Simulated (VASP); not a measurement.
# Ti (Fm-3m) in VASP: notebook

Ti is run at these levels: PBE; tasks: single point.

Program: VASP 6.6.1. These are calculated values, not measurements. Logs are shortened: lines on timing, memory, paths and dates and some standing lists are left out, and cuts for length are marked.

### Step 1. The cell of the first run

It takes space group Fm-3m (No. 225, cubic). Conventional cell: a = 4.112 Å, b = 4.112 Å, c = 4.112 Å, α = 90.00°, β = 90.00°, γ = 90.00°. Within 3.8 Å of Ti (site symmetry m-3m) lie 12 Ti at 2.91 Å.

### Step 2. Single point, PBE

File INCAR:

```
  ALGO = Fast
  EDIFF = 1E-6
  ENCUT = 520
  GGA = PE
  ISIF = 2
  ISMEAR = 0
  LASPH = True
  LCHARG = False
  LREAL = False
  LWAVE = False
  NBANDS = 12
  NELM = 80
  PREC = Accurate
  SIGMA = 0.1
```

File KPOINTS:

```
k-points
0
Gamma
  18 18 18
```

File POSCAR:

```
Ti
1.0
    0.0000000000      2.0559445687      2.0559445687
    2.0559445687      0.0000000000      2.0559445687
    2.0559445687      2.0559445687      0.0000000000
Ti
1
Direct
    0.0000000000      0.0000000000      0.0000000000
```

Potentials or basis: VASP PAW PBE potentials, release 64 (Ti_sv).

The run is started by

```sh
cat potpaw_PBE.64/Ti_sv/POTCAR > POTCAR
mpirun -np 1 vasp_std > vasp.out
```

OUTCAR:

```text
EDIFF = 1E-6
   ENCUT = 520
   GGA = PE
   ISIF = 2
   ISMEAR = 0
   LASPH = True
   LREAL = False
   NELM = 80
   PREC = Accurate

 ion  position               nearest neighbor table
   1  0.000  0.000  0.000-

  LATTYP: Found a face centered cubic cell.
 ALAT       =     4.1118891374

  Lattice vectors:

 A1 = (   0.0000000000,   2.0559445687,   2.0559445687)
 A2 = (   2.0559445687,   0.0000000000,   2.0559445687)
 A3 = (   2.0559445687,   2.0559445687,   0.0000000000)

Analysis of symmetry for initial positions (statically):
=====================================================================
 Subroutine PRICEL returns:
 Original cell was already a primitive cell.

 Routine SETGRP: Setting up the symmetry group for a
 face centered cubic supercell.

 Subroutine GETGRP returns: Found 48 space group operations
 (whereof 48 operations were pure point group operations)
 out of a pool of 48 trial point group operations.

The static configuration has the point symmetry O_h .

Analysis of symmetry for dynamics (positions and initial velocities):
=====================================================================
 Subroutine PRICEL returns:
 Original cell was already a primitive cell.

 Routine SETGRP: Setting up the symmetry group for a
 face centered cubic supercell.

 Subroutine GETGRP returns: Found 48 space group operations
 (whereof 48 operations were pure point group operations)
 out of a pool of 48 trial point group operations.

The dynamic configuration has the point symmetry O_h .

 Subroutine INISYM returns: Found 48 space group operations
 (whereof 48 operations are pure point group operations),
 and found     1 'primitive' translations

----------------------------------------------------------------------------------------

                                     Primitive cell

  volume of cell :      17.3806

  direct lattice vectors                    reciprocal lattice vectors
     0.000000000  2.055944569  2.055944569    -0.243197218  0.243197218  0.243197218
     2.055944569  0.000000000  2.055944569     0.243197218 -0.243197218  0.243197218
     2.055944569  2.055944569  0.000000000     0.243197218  0.243197218 -0.243197218

  length of vectors
     2.907544693  2.907544693  2.907544693     0.421229938  0.421229938  0.421229938

  position of ions in fractional coordinates (direct lattice)
     0.000000000  0.000000000  0.000000000

  ion indices of the primitive-cell ions
   primitive index   ion index
                 1           1

----------------------------------------------------------------------------------------

 KPOINTS: k-points

Automatic generation of k-mesh.
 Grid dimensions read from file:
 generate k-points for:   18   18   18

 Generating k-lattice:

  Cartesian coordinates                     Fractional coordinates (reciprocal lattice)
    -0.013510957  0.013510957  0.013510957     0.055555556  0.000000000  0.000000000
     0.013510957 -0.013510957  0.013510957     0.000000000  0.055555556  0.000000000
     0.013510957  0.013510957 -0.013510957     0.000000000  0.000000000  0.055555556

  Length of vectors
     0.023401663  0.023401663  0.023401663

  Shift w.r.t. Gamma in fractional coordinates (k-lattice)
     0.000000000  0.000000000  0.000000000

 Subroutine IBZKPT returns following result:
 ===========================================

 Found    195 irreducible k-points:

 Following reciprocal coordinates:
            Coordinates               Weight
  0.000000  0.000000  0.000000      1.000000
  0.055556  0.000000  0.000000      8.000000
  0.111111  0.000000  0.000000      8.000000
  0.166667  0.000000  0.000000      8.000000
  0.222222  0.000000  0.000000      8.000000
  0.277778  0.000000  0.000000      8.000000
[... 16 lines left out ...]
 -0.277778  0.055556  0.000000     24.000000
 -0.222222  0.055556  0.000000     24.000000
 [... further k-points ...]
   k-points           NKPTS =    195   k-points in BZ     NKDIM =    195   number of bands    NBANDS=     12
   number of dos      NEDOS =    301   number of ions     NIONS =      1
   total plane-waves  NPLWV =  13824
   dimension x,y,z NGX =    24 NGY =   24 NGZ =   24
   dimension x,y,z NGXF=    48 NGYF=   48 NGZF=   48
   ions per type =               1
   NGX,Y,Z   is equivalent  to a cutoff of  13.72, 13.72, 13.72 a.u.
   NGXF,Y,Z  is equivalent  to a cutoff of  27.45, 27.45, 27.45 a.u.
 SYSTEM =  unknown system
   PREC   = accura    normal or accurate (medium, high low for compatibility)
   ISTART =      0    job   : 0-new  1-cont  2-samecut
   ICHARG =      2    charge: 1-file 2-atom 10-const
   ISPIN  =      1    spin polarized calculation?
   LNONCOLLINEAR =      F non collinear calculations
   LSORBIT =      F    spin-orbit coupling
   LASPH  =      T    aspherical Exc in radial PAW
   ENCUT  =  520.0 eV  38.22 Ry    6.18 a.u.   5.41  5.41  5.41*2*pi/ulx,y,z
   NELM   =     80;   NELMIN=  2; NELMDL= -5     # of ELM steps
   EDIFF  = 0.1E-05   stopping-criterion for ELM
   LREAL  =      F    real-space projection
[... 7 lines left out ...]
   TEBEG  =    0.0;   TEEND  =   0.0 temperature during run
   PSTRESS=    0.0 pullay stress
   NELECT =      12.0000    total number of electrons
   NUPDOWN=      -1.0000    fix difference up-down
   EMIN   =  10.00;   EMAX   =-10.00  energy-range for DOS
   EFERMI =   0.00;   METHOD = LEGACY
   ISMEAR =     0;   SIGMA  =   0.10  broadening in eV -4-tet -1-fermi 0-gaus
   EFERMI_NEDOS =   21; number of points for ismear=-14 and -15
   IALGO  =     68    algorithm
   IMIX   =      4    mixing-type and parameters
     AMIX     =   0.40;   BMIX     =  1.00
     AMIX_MAG =   1.60;   BMIX_MAG =  1.00
  volume/ion in A,a.u.               =      17.38       117.29
  Fermi-wavevector in a.u.,A,eV,Ry     =   1.446929  2.734299 28.485200  2.093603
  Thomas-Fermi vector in A             =   2.564942
   LORBIT       =      0    0 simple, 1 ext, 2 COOP (PROOUT), +10 PAW based schemes
   GGA     = PE    functional components
   LHFCALC =     F    Hartree Fock is set to
   AEXX    =    0.0000 exact exchange contribution
   IVDW    =     0    specifies the selected vdW correction
   LEPSILON=     F    determine dielectric tensor
   LRPA    =     F    only Hartree local field effects (RPA)
 non-spin polarized calculation
 RMM-DIIS sequential band-by-band and
 Gauss-broadening in eV      SIGMA  =   0.10
  energy-cutoff  :      520.00
  volume of cell :       17.38
 maximum number of plane-waves:       489
 NGX is ok and might be reduce to    24
   NGX = 11   NGY = 11   NGZ = 11

 number of electron      12.0000002 magnetization

 Free energy of the ion-electron system (eV)
  ---------------------------------------------------
  ext. energy  EPLUGINS =         0.00000000
  ---------------------------------------------------
  free energy    TOTEN  =        -7.78207269 eV

  energy without entropy =       -7.77324445  energy(sigma->0) =       -7.77765857

 E-fermi :   8.2132     XC(G=0): -11.4955

 val. band max:        8.2087320634   @ k =  -0.3889   0.3889   0.1667
 cond. band min:       8.2227141032   @ k =   0.2778   0.0000   0.0000
 fundamental gap:      0.0139820398
 Fermi energy:         8.2132316030

 k-point     1 :       0.0000    0.0000    0.0000
  band No.  band energies     occupation
      1     -48.4991      2.00000
      2     -24.3593      2.00000
      3     -24.3593      2.00000
      4     -24.3593      2.00000
      5       2.1182      2.00000
      6       9.0870      0.00000
      7       9.0870      0.00000
      8       9.0870      0.00000
      9      10.7162      0.00000
     10      10.7162      0.00000
     11      23.4552      0.00000
     12      27.9274      0.00000

 k-point     2 :       0.0556    0.0000    0.0000
  band No.  band energies     occupation
      1     -48.4955      2.00000
      2     -24.3802      2.00000
      3     -24.3619      2.00000
      4     -24.3619      2.00000
      5       2.2182      2.00000
      6       9.0249      0.00000
      7       9.1234      0.00000
      8       9.1234      0.00000
      9      10.6924      0.00000
     10      10.6924      0.00000
     11      23.5372      0.00000
     12      27.0957      0.00000

 k-point     3 :       0.1111    0.0000    0.0000
  band No.  band energies     occupation
      1     -48.4851      2.00000
      2     -24.4398      2.00000
      3     -24.3695      2.00000
      4     -24.3695      2.00000
      5       2.5117      2.00000
      6       8.8554      0.00000
      7       9.2181      0.00000
      8       9.2181      0.00000
      9      10.6390      0.00000
     10      10.6390      0.00000
     11      23.6765      0.00000
     12      25.6234      0.00000

 k-point     4 :       0.1667    0.0000    0.0000
  band No.  band energies     occupation
      1     -48.4691      2.00000
      2     -24.5304      2.00000
      3     -24.3809      2.00000
      4     -24.3809      2.00000
      5       2.9776      2.00000
      6       8.6227      0.00000
      7       9.3228      0.00000
      8       9.3228      0.00000
      9      10.6123      0.00000
     10      10.6123      0.00000
     11      23.2552      0.00000
     12      24.6075      0.00000

 k-point     5 :       0.2222    0.0000    0.0000
  band No.  band energies     occupation
      1     -48.4493      2.00000
      2     -24.6403      2.00000
      3     -24.3949      2.00000
      4     -24.3949      2.00000
      5       3.5761      2.00000
      6       8.3878      0.01353
      7       9.3621      0.00000
      8       9.3621      0.00000
      9      10.6937      0.00000
     10      10.6937      0.00000
     11      21.8825      0.00000
     12      24.3467      0.00000

 k-point     6 :       0.2778    0.0000    0.0000
  band No.  band energies     occupation
      1     -48.4282      2.00000
      2     -24.7558      2.00000
      3     -24.4098      2.00000
      4     -24.4098      2.00000
      5       4.2403      2.00000
      6       8.2227      0.89332
      7       9.3038      0.00000
      8       9.3038      0.00000
      9      10.9125      0.00000
     10      10.9125      0.00000
     11      20.3622      0.00000
     12      23.9996      0.00000

 k-point     7 :       0.3333    0.0000    0.0000
  band No.  band energies     occupation
      1     -48.4083      2.00000
      2     -24.8630      2.00000
      3     -24.4237      2.00000
      4     -24.4237      2.00000
      5       4.8638      2.00000
      6       8.2083      1.05537
      7       9.1920      0.00000
      8       9.1920      0.00000
      9      11.2085      0.00000
     10      11.2085      0.00000
     11      18.9094      0.00000
     12      23.5349      0.00000

 k-point     8 :       0.3889    0.0000    0.0000
  band No.  band energies     occupation
      1     -48.3920      2.00000
      2     -24.9496      2.00000
      3     -24.4350      2.00000
      4     -24.4350      2.00000
      5       5.3213      2.00000
      6       8.3966      0.00951
      7       9.0804      0.00000
      8       9.0804      0.00000
      9      11.4967      0.00000
     10      11.4967      0.00000
     11      17.6380      0.00000
     12      23.1059      0.00000
[... 166 lines left out ...]
 k-point    20 :      -0.4444    0.0556    0.0000
  band No.  band energies     occupation
      1     -48.3776      2.00000
      2     -25.0097      2.00000
      3     -24.4603      2.00000
      4     -24.4450      2.00000
      5       5.6771      2.00000
      6       8.5786      0.00000
      7       9.0037      0.00000
      8       9.0412      0.00000
      9      11.6833      0.00000
     10      11.9633      0.00000
     11      16.5169      0.00000
     12      22.7844      0.00000

 k-point    21 :      -0.3889    0.0556    0.0000
  band No.  band energies     occupation
      1     -48.3860      2.00000
      2     -24.9664      2.00000
      3     -24.4575      2.00000
      4     -24.4358      2.00000
      5       5.5018      2.00000
      6       8.3915      0.01169
      7       9.0028      0.00000
      8       9.0975      0.00000
      9      11.4479      0.00000
     10      11.8270      0.00000
     11      17.2928      0.00000
     12      22.9926      0.00000

 k-point    22 :      -0.3333    0.0556    0.0000
  band No.  band energies     occupation
      1     -48.4004      2.00000
      2     -24.8910      2.00000
      3     -24.4494      2.00000
      4     -24.4231      2.00000
      5       5.1162      2.00000
      6       8.1876      1.28306
      7       9.0918      0.00000
      8       9.1999      0.00000
      9      11.1271      0.00000
     10      11.5752      0.00000
     11      18.4898      0.00000
     12      23.3485      0.00000

 k-point    23 :      -0.2778    0.0556    0.0000
  band No.  band energies     occupation
      1     -48.4191      2.00000
      2     -24.7921      2.00000
      3     -24.4369      2.00000
      4     -24.4082      2.00000
      5       4.5350      2.00000
      6       8.1505      1.62525
      7       9.2155      0.00000
      8       9.3241      0.00000
      9      10.7889      0.00000
     10      11.2749      0.00000
     11      19.9097      0.00000
     12      23.7730      0.00000

 k-point    24 :      -0.2222    0.0556    0.0000
  band No.  band energies     occupation
      1     -48.4399      2.00000
      2     -24.6810      2.00000
      3     -24.4215      2.00000
      4     -24.3930      2.00000
      5       3.8724      2.00000
      6       8.2757      0.37681
      7       9.3178      0.00000
      8       9.4173      0.00000
      9      10.5207      0.00000
     10      10.9990      0.00000
     11      21.4258      0.00000
     12      24.1397      0.00000

 [... further k-points ...]
[... 5 lines left out ...]
  --------------------------------------------------------------------------------------
  -------------------------------------------------------------------------------------
  Total       -0.0289708     -0.0289708     -0.0289708     -0.0000000      0.0000000     -0.0000000
  in kB       -2.6705892     -2.6705892     -2.6705892     -0.0000000      0.0000000     -0.0000000
  external PRESSURE =      -2.6705892 kB  Pullay stress =       0.0000000 kB

 VOLUME and BASIS-vectors are now :
 -----------------------------------------------------------------------------
  energy-cutoff  :      520.00
  volume of cell :       17.38
      direct lattice vectors                 reciprocal lattice vectors
     0.000000000  2.055944569  2.055944569    -0.243197218  0.243197218  0.243197218
     2.055944569  0.000000000  2.055944569     0.243197218 -0.243197218  0.243197218
     2.055944569  2.055944569  0.000000000     0.243197218  0.243197218 -0.243197218

 POSITION                                       TOTAL-FORCE (eV/Angst)
 -----------------------------------------------------------------------------------
      0.00000      0.00000      0.00000        -0.000000     -0.000000      0.000000
 -----------------------------------------------------------------------------------
    total drift:                                0.000000      0.000000      0.000000

  FREE ENERGIE OF THE ION-ELECTRON SYSTEM (eV)
  ---------------------------------------------------
  free  energy   TOTEN  =        -7.7820726869 eV

  energy  without entropy=       -7.7732444454  energy(sigma->0) =       -7.77765857
```

Wall time 42 s (1 thread of Intel Xeon Platinum 8259CL at 2.50GHz (Skylake/Cascade Lake), shared host); peak memory 0.16 GiB.

Results:

```yaml
Free_energy: -7.7821 eV
Pressure: -0.3 GPa
Band_gap_on_the_k_mesh: zero (band 6 reaches 9.09 eV, above the bottom of band 7 at 7.78 eV)
```

Levels at points of the mesh, in eV from the Fermi level:
| k point | band 4 | band 5 | band 6 | band 7 | band 8 | band 9 |
| --- | --- | --- | --- | --- | --- | --- |
| (0.00, 0.00, 0.00) | -32.57 | -6.10 | 0.87 | 0.87 | 0.87 | 2.50 |
| (0.50, 0.00, 0.00) | -32.66 | -2.58 | 0.63 | 0.76 | 0.76 | 3.57 |
| (0.50, 0.50, 0.00) | -32.81 | -2.57 | -1.71 | 2.84 | 3.56 | 3.84 |

### Step 3. Single point, PBE

This run uses another cell than the first one, of 16.73 Å³/atom, 0.963 times its volume.

File INCAR:

```
SYSTEM = Ti
ALGO = Normal
EDIFF = 1E-6
ENCUT = 500
GGA = PE
GGA_COMPAT = .FALSE.
ISIF = 2
ISMEAR = 0
LASPH = .TRUE.
LCHARG = .FALSE.
LREAL = .FALSE.
LWAVE = .FALSE.
NBANDS = 12
NELM = 120
PREC = Accurate
SIGMA = 0.1
```

File KPOINTS:

```
k-points
0
G
  8 8 8
  0 0 0
```

File POSCAR:

```
Ti
1.0
    0.0000000000      2.0300000000      2.0300000000
    2.0300000000      0.0000000000      2.0300000000
    2.0300000000      2.0300000000      0.0000000000
Ti
1
Direct
    0.0000000000      0.0000000000      0.0000000000
```

Potentials or basis: VASP PAW PBE potentials, release 64 (Ti_sv).

The run is started by

```sh
cat potpaw_PBE.64/Ti_sv/POTCAR > POTCAR
mpirun -np 1 vasp_std > vasp.out
```

It took 4.8 s on 1 thread of Intel Xeon 6975P-C, shared host; peak memory 0.14 GiB.

The run converged. Its results:

| Property | Result |
| --- | --- |
| Free energy | -7.7694 eV |
| Pressure | 4.0 GPa |
| Band gap on the k mesh | zero (band 6 reaches 9.51 eV, above the bottom of band 7 at 8.22 eV) |

Levels at points of the mesh, in eV from the Fermi level:
| k point | band 2 | band 3 | band 4 | band 5 | band 6 | band 7 | band 8 | band 9 | band 10 | band 11 |
| --- | --- | --- | --- | --- | --- | --- | --- | --- | --- | --- |
| (0.00, 0.00, 0.00) | -32.50 | -32.50 | -32.50 | -6.21 | 0.86 | 0.86 | 0.86 | 2.58 | 2.58 | 15.42 |
| (0.50, 0.00, 0.00) | -33.25 | -32.60 | -32.60 | -2.70 | 0.70 | 0.74 | 0.74 | 3.70 | 3.70 | 8.53 |
| (0.50, 0.50, 0.00) | -33.20 | -32.76 | -32.76 | -2.73 | -1.85 | 2.99 | 3.70 | 3.99 | 3.99 | 10.95 |
